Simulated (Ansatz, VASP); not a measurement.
# Al2O3 in VASP and in Ansatz

```
Al O
1.0
     2.38025    1.37424    4.33187
    -2.38025    1.37424    4.33187
     0.00000   -2.74848    4.33187
Al O
4 6
Direct
  0.85216 0.85216 0.85216
  0.64784 0.64784 0.64784
  0.14784 0.14784 0.14784
  0.35216 0.35216 0.35216
  0.05668 0.75000 0.44332
  0.75000 0.44332 0.05668
  0.44332 0.05668 0.75000
  0.94332 0.25000 0.55668
  0.25000 0.55668 0.94332
  0.55668 0.94332 0.25000
```

Alike in both runs: task electric field gradients; functional PBE; k mesh 7 × 7 × 7; occupations fermi-dirac, width 0.05 eV; no spin polarisation.

|  | VASP | Ansatz |
| --- | --- | --- |
| version | VASP 6.6.1 | Ansatz 0.2.0 |
| potentials or method | VASP PAW PBE potentials, release 64 (Al, O), cutoff 520 eV | all-electron PAW datasets made for the crystal |

|  | VASP | Ansatz | Ansatz less VASP |
| --- | --- | --- | --- |
| gap on the k mesh at the Fermi level (eV) | 6.22 | 6.22 | +0.008 |
| least direct gap on the mesh (eV) | 6.22 | 6.22 | +0.008 |
| pressure (GPa) | 7.2 | 7.3 | +0.15 |
| traceless stress, the component that is largest in VASP (GPa) | -0.42 | -0.40 | +0.020 |
| rms of the force components (eV/Å) | 0.015 | 0.014 | -0.0007 |
| size of Vzz on the site where it differs most (V/Å²) | 6.3 | 6.3 | -0.08 |

Atom by atom the forces differ by 0.002 eV/Å (rms over components). Ansatz ran all-electron here, and VASP with PAW potentials.
